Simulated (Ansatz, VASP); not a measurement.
# One calculation of InSb3, two programs

Contents of INCAR:

```
  PREC = Accurate
  ENCUT = 520
  EDIFF = 1E-6
  ISMEAR = -5
  SIGMA = 0.1
  LREAL = F
  LASPH = T
  NELM = 100
  ALGO = Normal
  ISIF = 2
  LWAVE = F
  LCHARG = F
  GGA = PE
  NBANDS = 22
```

File KPOINTS:

```
regular mesh
0
Gamma
  6 6 6
```

The input POSCAR:

```
InSb3
1.0
    4.8063670000      0.0000000000      0.0000000000
    0.0000000000      4.8063670000      0.0000000000
    0.0000000000      0.0000000000      4.8063670000
In Sb
1 3
Direct
    0.0000000000      0.0000000000      0.0000000000
    0.5000000000      0.0000000000      0.5000000000
    0.0000000000      0.5000000000      0.5000000000
    0.5000000000      0.5000000000      0.0000000000
```

Input for Ansatz:

```yaml
crystal:
  lattice:
    - [4.806367, 0.0, 0.0]
    - [0.0, 4.806367, 0.0]
    - [0.0, 0.0, 4.806367]
  atoms:
    - { symbol: In, position: [0.0, 0.0, 0.0] }
    - { symbol: Sb, position: [0.5, 0.0, 0.5] }
    - { symbol: Sb, position: [0.0, 0.5, 0.5] }
    - { symbol: Sb, position: [0.5, 0.5, 0.0] }
basis:
  ecutwfc: 420
kpoints:
  mp_grid: { grid: [6, 6, 6] }
hamiltonian:
  xc: pbe
scf:
  occupations: { method: tetrahedron }
output:
  forces: true
  stress: true
  eigenvalues: true
```

Alike in both runs: task single point; functional PBE; k mesh 6 × 6 × 6; occupations tetrahedron; no spin polarisation.

```csv
,VASP,Ansatz
version,VASP 6.6.1,Ansatz 0.2.0
potentials or method,"VASP PAW PBE potentials, release 64 (In_d, Sb), cutoff 520 eV","scalar-relativistic, plane waves, PAW"
valence electrons in the cell,28,58
```

|  | VASP | Ansatz | Ansatz less VASP |
| --- | --- | --- | --- |
| gap on the k mesh at the Fermi level (eV) | none | none | - |
| pressure (GPa) | 0.0 | 0.1 | +0.10 |

A gap of «none» marks a metal or a gap that the smearing closes. VASP's potentials hold 28 valence electrons a cell and Ansatz's 58, so a difference there can come from the potentials and not from the codes. Ansatz's warnings: band table not solved further, tetrahedron derivatives may miss energy slope.

Spin-orbit coupling is off throughout.
